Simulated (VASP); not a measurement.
Wanted: the native input for a VASP 6.6.1 run.

* Task: single point
* Functional: PBE
* Potentials or basis: VASP PAW PBE potentials, release 64 (Mn_sv, O)
* Cutoff: 700 eV
* k mesh: 11 × 11 × 3
* Occupations: fermi-dirac, width 0.05 eV
* Spin: collinear spin, ferromagnetic start
* Starting moments: [4.0, 4.0, 0.0, 0.0, 0.0, 0.0] μB
* Dipole correction: no
* Further INCAR settings: ALGO = Normal; EDIFF = 1e-06; NBANDS = 40

The structure of MnO2 lies in POSCAR:

```
MnO2
1.0
    2.8765183032      0.0000000000      0.0000000000
   -1.4382591516      2.4911379251      0.0000000000
    0.0000000000      0.0000000000     11.3130597958
Mn O
2 4
Direct
    0.0000000000      0.0000000000      0.5000000000
    0.0000000000      0.0000000000      0.0000000000
    0.6666666667      0.3333333333      0.4155599330
    0.6666666667      0.3333333333      0.0844400670
    0.3333333333      0.6666666667      0.5844400670
    0.3333333333      0.6666666667      0.9155599330
```

One way to write it, as run:

INCAR

```
SYSTEM = MnO2
  PREC = Accurate
  ENCUT = 700
  EDIFF = 1E-6
  ISMEAR = -1
  SIGMA = 0.05
  LREAL = .False.
  LASPH = .True.
  NELM = 200
  ALGO = Normal
  ISIF = 2
  LWAVE = .False.
  LCHARG = .True.
  ISPIN = 2
  MAGMOM = 4 4 0 0 0 0
  LORBIT = 11
  LMAXMIX = 4
  GGA = PE
  LELF = .True.
  LVHAR = .True.
  NBANDS = 40
  GGA_COMPAT = .False.
```

KPOINTS

```
regular mesh
0
Gamma
  11 11 3
  0 0 0
```

Potentials or basis: VASP PAW PBE potentials, release 64 (Mn_sv, O).

Run with:

```sh
$ cat potpaw_PBE.64/Mn_sv/POTCAR potpaw_PBE.64/O/POTCAR > POTCAR
$ mpirun -np 1 vasp_std > vasp.out
```

Results of the run:

```
Pressure                                              : -0.4 GPa
Largest force                                         : 0.020 eV/Å
Band gap on the k mesh                                : 1.03 eV (least direct gap 1.08 eV)
Net moment                                            : 6.00 μB per cell
Site moments                                          : Mn +2.74; O +0.04 μB
Valence electrons inside the program's atomic spheres : Mn 12.75; O 4.99
```

Caveat: the run started ferromagnetic, and an antiferromagnetic order may lie lower in energy.

Run time: 8.8 min on 1 thread of Intel(R) Xeon(R) Platinum 8259CL CPU @ 2.50GHz (Skylake/Cascade Lake), with other jobs on the host, peak memory 0.44 GiB.
